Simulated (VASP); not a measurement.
# LiH: G0W0 quasiparticle levels with PBE

LiH:

```
Li H
1.0
     0.00000    2.14512    2.14512
     2.14512    0.00000    2.14512
     2.14512    2.14512    0.00000
Li H
1 1
Direct
  0.00000 0.00000 0.00000
  0.25000 0.25000 0.25000
```

```json
{"Program": "VASP 6.6.1", "Task": "G0W0 quasiparticle levels", "Functional": "PBE", "Potentials or basis": "VASP PAW PBE potentials, release 64 (Li_GW, H_GW)", "Cutoff": "500 eV", "k mesh": "6 × 6 × 6", "Occupations": "gaussian, width 0.01 eV", "Spin": "no spin polarisation", "Dipole correction": "no", "GW scheme": "G0W0", "GW iterations": "1", "Cutoff of the response function": "140", "Frequency points": "96", "Empty bands": "74", "Further INCAR settings": "ALGO = EVGW0; EDIFF = 1e-08; NBANDS = 75"}
```

```
Quasiparticle gap                                   : 6.47 eV
Least direct quasiparticle gap                      : 7.49 eV
Band gap of the starting levels on the mesh         : 4.29 eV
Least direct gap of the starting levels on the mesh : 5.26 eV
```

Wall time 2.7 min on 1 thread of AMD EPYC 9R45 96-Core Processor (Zen 5), on a shared host, peak memory 0.31 GiB.

Caveat: the k points lie up to 0.42 Å⁻¹ apart; bands, screening cutoff and mesh are small and nothing is extrapolated, so the quasiparticle values aren't converged; the structure was generated, so it needn't be the stable form of LiH.
